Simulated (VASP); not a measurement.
# TiCo3: single point with PBEsol

Crystal: TiCo3.

```
CELL_PARAMETERS angstrom
3.57100 0.00000 0.00000
0.00000 3.57100 0.00000
0.00000 0.00000 3.57100
ATOMIC_POSITIONS crystal
Ti 0.00000 0.00000 0.00000
Co 0.00000 0.50000 0.50000
Co 0.50000 0.00000 0.50000
Co 0.50000 0.50000 0.00000
```

* Program: VASP 6.6.1
* Task: single point
* Functional: PBEsol
* Potentials or basis: VASP PAW PBE potentials, release 64 (Ti_sv, Co)
* Cutoff: 520 eV
* k mesh: 10 × 10 × 10
* Occupations: fermi-dirac, width 0.05 eV
* Spin: collinear spin, ferrimagnetic start
* Starting moments: [-0.495, 1.455, 1.455, 1.455] μB
* Fixed moment: 3.87 μB

```
Pressure                                              : 1.2 GPa
Net moment                                            : 3.87 μB per cell
Site moments                                          : Ti -0.13; Co +1.32 μB
Valence electrons inside the program's atomic spheres : Ti 10.45; Co 8.35
```

It took 2.7 min on 1 thread of AMD EPYC 7R13, on a shared host, peak memory 0.25 GiB.

Caveat: the PAW data sets were made with another functional, which shifts forces and pressure a little; the total moment is fixed, so each spin has its own Fermi level.
